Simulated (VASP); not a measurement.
A run of VASP 6.6.1:

The input INCAR:

```
PREC = Accurate ; ENCUT = 400
EDIFF = 1E-6 ; ISMEAR = 0
SIGMA = 0.1 ; LREAL = F
LASPH = T ; NELM = 120
ALGO = Normal ; ISIF = 2
LWAVE = F ; LCHARG = F
GGA = PE ; NBANDS = 17
GGA_COMPAT = F
```

File KPOINTS:

```
regular mesh
0
Gamma
  8 8 8
```

POSCAR

```
Sr
1.0
    2.1261644650     -5.6696848400      0.0000000000
    2.1261644650      5.6696848400      0.0000000000
    0.0000000000      0.0000000000      4.5218371500
Sr
2
Direct
    0.8606865500      0.1393134500      0.7500000000
    0.1393134500      0.8606865500      0.2500000000
```

Potentials or basis: VASP PAW PBE potentials, release 64 (Sr_sv).

Run with:

```console
$ cat potpaw_PBE.64/Sr_sv/POTCAR > POTCAR
$ mpirun -np 1 vasp_std > vasp.out
```

Hardware: 1 thread of Intel Xeon 8259CL, on a shared host.

Q: How long does it take, and how much memory?

A: Run time: 3.1 min on 1 thread of Intel Xeon 8259CL, on a shared host, peak memory 0.28 GiB. Counts: scf iterations 12, k points 105.
